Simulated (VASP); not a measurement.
Set up this calculation in VASP 6.6.1, as the native input.

| Property | Result |
| --- | --- |
| Task | single point |
| Functional | r2SCAN |
| Potentials or basis | VASP PAW PBE potentials, release 64 (Mg, O) |
| Cutoff | 520 eV |
| k mesh | 10 × 10 × 10 |
| Occupations | gaussian, width 0.05 eV |
| Spin | no spin polarisation |
| Dipole correction | no |
| Further INCAR settings | ALGO = Normal; EDIFF = 1e-06; NBANDS = 11 |

MgO:

```xyz
2
Lattice="0.0000 2.1953 2.0197 2.1953 0.0000 2.0197 2.1953 2.1953 0.0000" Properties=species:S:1:pos:R:3 pbc="T T T"
Mg    0.0000    0.0000    0.0000
O     2.1953    2.1953    2.0197
```

This cell differs from its parent crystal: ratio of the length along z to the lengths across it x 0.92, volume and fractional coordinates fixed.

These files were run (other wordings do the same):

POSCAR

```
MgO
1.0
    0.0000000000      2.1953264755      2.0197003575
    2.1953264755      0.0000000000      2.0197003575
    2.1953264755      2.1953264755      0.0000000000
Mg O
1 1
Direct
    0.0000000000      0.0000000000      0.0000000000
    0.5000000000      0.5000000000      0.5000000000
```

INCAR.step1

```
ALGO = Normal
EDIFF = 1E-4
ENCUT = 520
GGA = PE
ISMEAR = 0
LASPH = T
LCHARG = F
LREAL = F
LWAVE = T
NBANDS = 11
NELM = 60
PREC = Accurate
SIGMA = 0.05
```

INCAR.step2

```
ALGO = Normal
EDIFF = 1E-6
ENCUT = 520
ISIF = 2
ISMEAR = 0
ISTART = 1
LASPH = T
LCHARG = T
LELF = T
LMIXTAU = T
LREAL = F
LVHAR = T
LWAVE = F
METAGGA = R2SCAN
NBANDS = 11
NELM = 60
PREC = Accurate
SIGMA = 0.05
```

KPOINTS

```
k-points
0
Gamma
  10 10 10
```

Potentials or basis: VASP PAW PBE potentials, release 64 (Mg, O).

The run is started by

```sh
$ cat potpaw_PBE.64/Mg/POTCAR potpaw_PBE.64/O/POTCAR > POTCAR
$ cp INCAR.step1 INCAR
$ mpirun -np 1 vasp_std > vasp.out
$ cp INCAR.step2 INCAR
$ mpirun -np 1 vasp_std > vasp.out
```

It gave:

```
Pressure               : -5.9 GPa
Band gap on the k mesh : 5.09 eV
```

Caveat: the cell stands under tension; the PAW data sets were made with another functional, which shifts forces and pressure a little.

Wall time 2 min on 1 thread of Intel Xeon 8259CL (shared host), peak memory 0.16 GiB.
